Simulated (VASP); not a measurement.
TiO2:

```xyz
12
Lattice="4.8127 0.0000 0.0000 0.0000 4.8719 0.0000 -0.8629 0.0000 4.9666" Properties=species:S:1:pos:R:3 pbc="T T T"
Ti    1.1513    0.2573    1.0586
Ti    3.2300    2.6932    1.4247
Ti    2.7985    4.6146    3.9080
Ti    0.7198    2.1787    3.5419
O    -0.4276    0.8622    4.2293
O     3.9459    3.2981    3.2206
O     4.3774    4.0097    0.7373
O     0.0039    1.5738    1.7460
O     1.7406    3.6911    2.3183
O     2.6406    1.2552    0.1650
O     2.2092    1.1808    2.6483
O     1.3092    3.6167    4.8016
```

Base run:

```yaml
Program: VASP 6.6.1
Functional: LDA
Potentials_or_basis: VASP PAW LDA potentials, release 64 (Ti_sv, O)
Cutoff: 600 eV
k_mesh: 6 × 6 × 6
Occupations: fermi-dirac, width 0.05 eV
Spin: no spin polarisation
Hubbard_terms: Ti d U = 8.0 eV
```

Its results: band gap on the k mesh 3.17 eV (least direct gap 3.25 eV); pressure 8.7 GPa; largest force 1.001 eV/Å.

**Question.** The run is repeated on the same cell with these changes: hubbard terms from Ti d U = 8.0 eV to Ti d U = 3.0 eV. What comes out?

**Answer.** Band gap on the k mesh 2.53 eV (least direct gap 2.60 eV); pressure -2.9 GPa; largest force 0.296 eV/Å.

Caveats: the cell stands under pressure (at least some runs); forces of over 1 eV/Å act on the atoms, so gaps and moduli don't describe the material at rest (at least some runs).

A k mesh can miss the band edges.
